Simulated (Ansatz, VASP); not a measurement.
**SnSe2: VASP beside Ansatz**

Contents of INCAR:

```
SYSTEM = SnSe2
ALGO = Normal
EDIFF = 1E-6
EDIFFG = -0.01
ENCUT = 600
GGA = RE
IBRION = 2
ISIF = 3
ISMEAR = -1
IVDW = 13
LASPH = .True.
LCHARG = .False.
LREAL = .False.
LWAVE = .False.
NELM = 100
NSW = 60
PREC = Accurate
SIGMA = 0.05
```

File KPOINTS:

```
k-points
0
Gamma
  8 8 5
  0 0 0
```

The input POSCAR:

```
SnSe2
1.0
    3.8110000000      0.0000000000      0.0000000000
   -1.9055000000      3.3004228138      0.0000000000
    0.0000000000      0.0000000000      6.1360000000
Sn Se
1 2
Direct
    0.0000000000      0.0000000000      0.0000000000
    0.6666666667      0.3333333333      0.7510000000
    0.3333333333      0.6666666667      0.2490000000
```

Contents of input.yaml:

```yaml
crystal:
  lattice:
    - [3.811, 0.0, 0.0]
    - [-1.9055, 3.3004228138, 0.0]
    - [0.0, 0.0, 6.136]
  atoms:
    - { symbol: Sn, position: [0.0, 0.0, 0.0] }
    - { symbol: Se, position: [0.6666666667, 0.3333333333, 0.751] }
    - { symbol: Se, position: [0.3333333333, 0.6666666667, 0.249] }
hamiltonian:
  xc: revpbe
  pseudopotentials: { kind: paw }
  dispersion: d4
kpoints:
  mp_grid: { grid: [8, 8, 5] }
scf:
  occupations: { method: fermi_dirac, width: 0.05 }
output:
  forces: true
  stress: true
relax:
  f_tol: 0.01
  max_steps: 40
  cell: { stress_tol: 0.05 }
```

Alike in both runs: task relaxation of cell and atoms; functional revPBE; dispersion D4; k mesh 8 × 8 × 5; occupations fermi-dirac, width 0.05 eV; no spin polarisation.

```csv
,VASP,Ansatz
version,VASP 6.6.1,Ansatz 0.2.0
potentials or method,"VASP PAW PBE potentials, release 64 (Sn_d, Se)",Ansatz PAW
plane-wave cutoff (eV),600,420
valence electrons in the cell,26,46
```

|  | VASP | Ansatz | Ansatz less VASP |
| --- | --- | --- | --- |
| relaxed volume (Å³/atom) | 24.93 | 24.94 | +0.017 |
| relaxed cell length with the largest relative difference (Å) | 5.890 | 5.901 | +0.0113 |

VASP's potentials were made for PBE, not for revPBE. VASP's potentials hold 26 valence electrons a cell and Ansatz's 46, so a difference there can come from the potentials and not from the codes.

Noted on Ansatz's run: the plane-wave basis is chosen anew once the cell has moved, so the energies of steps on either side of that aren't comparable.
